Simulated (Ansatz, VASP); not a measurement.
## One calculation of HfSiO4, two programs

File INCAR:

```
SYSTEM = HfSiO4
PREC = Accurate
ENCUT = 600
EDIFF = 1E-6
ISMEAR = -1
SIGMA = 0.05
LREAL = .False.
LASPH = .True.
NELM = 120
ALGO = Normal
ISIF = 2
LWAVE = .False.
LCHARG = .True.
GGA = PS
LELF = .True.
LVHAR = .True.
NBANDS = 50
GGA_COMPAT = .False.
```

Contents of KPOINTS:

```
regular mesh
0
Gamma
  6 6 6
  0 0 0
```

The input POSCAR:

```
HfSiO4
1.0
   -3.2191648498      3.2191648498      2.9207339417
    3.2191648498     -3.2191648498      2.9207339417
    3.2191648498      3.2191648498     -2.9207339417
Hf Si O
2 2 8
Direct
    0.0000000000      0.0000000000      0.0000000000
    0.7500000000      0.2500000000      0.5000000000
    0.5000000000      0.5000000000      0.0000000000
    0.2500000000      0.7500000000      0.5000000000
    0.6802000000      0.4957000000      0.8155000000
    0.2457000000      0.9302000000      0.3155000000
    0.6802000000      0.8647000000      0.1845000000
    0.6147000000      0.9302000000      0.6845000000
    0.0698000000      0.3853000000      0.3155000000
    0.5043000000      0.3198000000      0.1845000000
    0.0698000000      0.7543000000      0.6845000000
    0.1353000000      0.3198000000      0.8155000000
```

The input input.yaml:

```yaml
crystal:
  lattice:
    - [-3.2191648498, 3.2191648498, 2.9207339417]
    - [3.2191648498, -3.2191648498, 2.9207339417]
    - [3.2191648498, 3.2191648498, -2.9207339417]
  atoms:
    - { symbol: Hf, position: [0.0, 0.0, 0.0] }
    - { symbol: Hf, position: [0.75, 0.25, 0.5] }
    - { symbol: Si, position: [0.5, 0.5, 0.0] }
    - { symbol: Si, position: [0.25, 0.75, 0.5] }
    - { symbol: O, position: [0.6802, 0.4957, 0.8155] }
    - { symbol: O, position: [0.2457, 0.9302, 0.3155] }
    - { symbol: O, position: [0.6802, 0.8647, 0.1845] }
    - { symbol: O, position: [0.6147, 0.9302, 0.6845] }
    - { symbol: O, position: [0.0698, 0.3853, 0.3155] }
    - { symbol: O, position: [0.5043, 0.3198, 0.1845] }
    - { symbol: O, position: [0.0698, 0.7543, 0.6845] }
    - { symbol: O, position: [0.1353, 0.3198, 0.8155] }
hamiltonian:
  xc: pbesol
  pseudopotentials: { kind: paw }
kpoints:
  mp_grid: { grid: [6, 6, 6] }
scf:
  occupations: { method: fermi_dirac, width: 0.05 }
output:
  forces: true
  stress: true
  eigenvalues: true
```

Alike in both runs: task single point; functional PBEsol; k mesh 6 × 6 × 6; occupations fermi-dirac, width 0.05 eV; no spin polarisation.

|  | VASP | Ansatz |
| --- | --- | --- |
| version | VASP 6.6.1 | Ansatz 0.2.0 |
| potentials or method | VASP PAW PBE potentials, release 64 (Hf_pv, Si, O) | Ansatz PAW |
| plane-wave cutoff (eV) | 600 | 420 |
| valence electrons in the cell | 76 | 108 |

|  | VASP | Ansatz | Ansatz less VASP |
| --- | --- | --- | --- |
| gap on the k mesh at the Fermi level (eV) | 5.60 | 5.65 | +0.042 |
| least direct gap on the mesh (eV) | 6.02 | 6.05 | +0.034 |
| pressure (GPa) | 17.3 | 19.0 | +1.70 |
| traceless stress, the component that is largest in VASP (GPa) | 2.42 | 2.07 | -0.347 |
| rms of the force components (eV/Å) | 0.608 | 0.488 | -0.1200 |

VASP's potentials were made for PBE, not for PBEsol. Atom by atom the forces differ by 0.122 eV/Å (rms over components). The functional is the same, so the differences come from potentials, cutoffs and numerics. VASP's potentials hold 76 valence electrons a cell and Ansatz's 108, so a difference there can come from the potentials and not from the codes.

Spin-orbit coupling is off throughout.
